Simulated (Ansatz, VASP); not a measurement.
## Two plane-wave programs on SnO

Contents of INCAR:

```
SYSTEM = SnO
ALGO = Normal
EDIFF = 1E-6
ENCUT = 600
GGA = PS
GGA_COMPAT = .False.
ISIF = 2
ISMEAR = 0
LASPH = .True.
LCHARG = .False.
LREAL = .False.
LWAVE = .False.
NBANDS = 50
NELM = 120
PREC = Accurate
SIGMA = 0.02
```

File KPOINTS:

```
k-points
0
Gamma
  6 6 2
  0 0 0
```

File POSCAR:

```
SnO
1.0
    2.2641570248     -2.5621059163      0.0000000000
    2.2641570248      2.5621059163      0.0000000000
    0.0000000000      0.0000000000     11.9439665168
Sn O
4 4
Direct
    0.0654143909      0.9345856091     -0.0016681381
    0.9345856091      0.0654143909      0.4983318619
    0.4342313570      0.5657686430      0.2308990486
    0.5657686430      0.4342313570      0.7308990486
    0.4738679525      0.5261320475      0.0517860103
    0.5261320475      0.4738679525      0.5517860103
    1.0257657169     -0.0257657169      0.1774420792
   -0.0257657169      1.0257657169      0.6774420792
```

Input for Ansatz:

```yaml
crystal:
  lattice:
    - [2.2641570248, -2.5621059163, 0.0]
    - [2.2641570248, 2.5621059163, 0.0]
    - [0.0, 0.0, 11.9439665168]
  atoms:
    - { symbol: Sn, position: [0.0654143909, 0.9345856091, -0.0016681381] }
    - { symbol: Sn, position: [0.9345856091, 0.0654143909, 0.4983318619] }
    - { symbol: Sn, position: [0.434231357, 0.565768643, 0.2308990486] }
    - { symbol: Sn, position: [0.565768643, 0.434231357, 0.7308990486] }
    - { symbol: O, position: [0.4738679525, 0.5261320475, 0.0517860103] }
    - { symbol: O, position: [0.5261320475, 0.4738679525, 0.5517860103] }
    - { symbol: O, position: [1.0257657169, -0.0257657169, 0.1774420792] }
    - { symbol: O, position: [-0.0257657169, 1.0257657169, 0.6774420792] }
basis:
  ecutwfc: 420
kpoints:
  mp_grid: { grid: [6, 6, 2] }
hamiltonian:
  xc: pbesol
  pseudopotentials: { kind: paw, azcp: { folder: soft_1 } }
scf:
  occupations: { method: gaussian, width: 0.02 }
output:
  forces: true
  stress: true
  eigenvalues: true
```

Alike in both runs: task single point; functional PBEsol; k mesh 6 × 6 × 2; occupations gaussian, width 0.02 eV; no spin polarisation.

|  | VASP | Ansatz |
| --- | --- | --- |
| version | VASP 6.6.1 | Ansatz 0.2.0 |
| potentials or method | VASP PAW PBE potentials, release 64 (Sn_d, O), cutoff 600 eV | scalar-relativistic, plane waves, PAW |
| valence electrons in the cell | 80 | 80 |

Ansatz gave:

* gap on the k mesh at the Fermi level (eV): 1.30
* least direct gap on the mesh (eV): 1.68
* pressure (GPa): 0.0
* traceless stress, the component that is largest in VASP (GPa): 0.03
* rms of the force components (eV/Å): 0.004

Q: Estimate VASP's values.

A: gap on the k mesh at the Fermi level (eV): 1.29; least direct gap on the mesh (eV): 1.67; pressure (GPa): 0.2; traceless stress, the component that is largest in VASP (GPa): 0.15; rms of the force components (eV/Å): 0.036.

VASP's potentials were made for PBE, not for PBEsol, and Ansatz warns of the same on its side. Atom by atom the forces differ by 0.039 eV/Å (rms over components).
